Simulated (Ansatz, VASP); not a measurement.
## One calculation of BN, two programs

Contents of POSCAR:

```
BN
1.0
    0.0000000000      1.8378397167      1.7643261280
    1.8378397167      0.0000000000      1.7643261280
    1.8378397167      1.8378397167      0.0000000000
B N
1 1
Direct
    0.0000000000      0.0000000000      0.0000000000
    0.7500000000      0.7500000000      0.7500000000
```

The input INCAR.step1:

```
PREC = Accurate
ENCUT = 520
ISMEAR = 0
SIGMA = 0.05
LREAL = False
LASPH = True
NELM = 100
NBANDS = 11
GGA = PE
ALGO = Normal
EDIFF = 1E-4
LWAVE = True
LCHARG = False
```

INCAR.step2

```
PREC = Accurate
ENCUT = 520
EDIFF = 1E-7
ISMEAR = 0
SIGMA = 0.05
LREAL = False
LASPH = True
NELM = 100
ALGO = Normal
ISIF = 2
LWAVE = False
LCHARG = True
METAGGA = R2SCAN
LMIXTAU = True
LELF = True
LVHAR = True
NBANDS = 11
ISTART = 1
```

The input KPOINTS:

```
regular mesh
0
Gamma
  12 12 12
```

Input for Ansatz:

```yaml
crystal:
  lattice:
    - [0.0, 1.8378397167, 1.764326128]
    - [1.8378397167, 0.0, 1.764326128]
    - [1.8378397167, 1.8378397167, 0.0]
  atoms:
    - { symbol: B, position: [0.0, 0.0, 0.0] }
    - { symbol: "N", position: [0.75, 0.75, 0.75] }
basis:
  ecutwfc: 500
kpoints:
  mp_grid: { grid: [12, 12, 12] }
hamiltonian:
  xc: r2scan
scf:
  occupations: { method: gaussian, width: 0.05 }
output:
  forces: true
  stress: true
  eigenvalues: true
```

Alike in both runs: task single point; functional r2SCAN; k mesh 12 × 12 × 12; occupations gaussian, width 0.05 eV; no spin polarisation.

|  | VASP | Ansatz |
| --- | --- | --- |
| version | VASP 6.6.1 | Ansatz 0.2.0 |
| potentials or method | VASP PAW PBE potentials, release 64 (B, N), cutoff 520 eV | scalar-relativistic, plane waves, PAW |
| valence electrons in the cell | 8 | 8 |

```csv
,VASP,Ansatz,Ansatz less VASP
gap on the k mesh at the Fermi level (eV),4.25,4.27,+0.021
least direct gap on the mesh (eV),9.05,9.09,+0.036
pressure (GPa),-4.1,-5.2,-1.06
"traceless stress, the component that is largest in VASP (GPa)",16.35,16.40,+0.048
```

VASP's potentials were made for PBE, not for r2SCAN. With one functional, cell and mesh, what is left measures potentials, basis and numerics.
